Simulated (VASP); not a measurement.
Wanted: the native input for a VASP 6.6.1 run.

```
Task                   : single point
Functional             : PBEsol
Potentials or basis    : VASP PAW PBE potentials, release 64 (N, Ti_sv, F)
Cutoff                 : 520 eV
k mesh                 : 12 × 12 × 1
Occupations            : gaussian, width 0.1 eV
Spin                   : no spin polarisation
Dipole correction      : yes
Further INCAR settings : ALGO = Normal; EDIFF = 1e-06; NBANDS = 48
```

The structure of Ti4N4F lies in POSCAR:

```
Ti4N4F
1.0
    2.9726300472      0.0000000000      0.0000000000
   -1.4863150236      2.5743731369      0.0000000000
    0.0000000000      0.0000000000     27.4949979446
N Ti F
4 4 1
Direct
    0.3333333333      0.6666666667      0.3091471408
    0.0000000000      0.0000000000      0.3974229164
    0.6666666667      0.3333333333      0.4857944431
    0.3333333333      0.6666666667      0.5754486988
    0.6666666667      0.3333333333      0.3532850285
    0.3333333333      0.6666666667      0.4415608042
    0.0000000000      0.0000000000      0.5302967814
    0.6666666667      0.3333333333      0.6155819069
    0.6666666667      0.3333333333      0.6794918082
```

One way to write it, as run:

INCAR

```
SYSTEM = Ti4N4F
PREC = Accurate ; ENCUT = 520
EDIFF = 1E-6 ; ISMEAR = 0
SIGMA = 0.1 ; LREAL = .FALSE.
LASPH = .TRUE. ; NELM = 60
ALGO = Normal ; ISIF = 2
LWAVE = .FALSE. ; LCHARG = .TRUE.
LDIPOL = .TRUE. ; IDIPOL = 3
DIPOL = 0.5 0.5 0.488 ; GGA = PS
LELF = .TRUE. ; LVHAR = .TRUE.
LVACPOTAV = .TRUE. ; NBANDS = 48
```

KPOINTS

```
Automatic mesh
0
G
  12 12 1
  0 0 0
```

Potentials or basis: VASP PAW PBE potentials, release 64 (N, Ti_sv, F).

Command:

```sh
$ cat potpaw_PBE.64/N/POTCAR potpaw_PBE.64/Ti_sv/POTCAR potpaw_PBE.64/F/POTCAR > POTCAR
$ mpirun -np 1 vasp_std > vasp.out
```

Results of the run:

| Item | Value |
| --- | --- |
| Largest force | 5.764 eV/Å |
| Band gap on the k mesh | zero (an odd number of electrons rules out a gap without spin polarisation) |

Caveat: the PAW data sets were made with another functional, which shifts forces and pressure a little; an odd number of electrons without spin polarisation forces a metal; a magnetic or distorted state may lie lower.

It took 3.5 min on 1 thread of Intel(R) Xeon(R) 6975P-C (Granite Rapids), with other jobs on the host, peak memory 0.43 GiB.
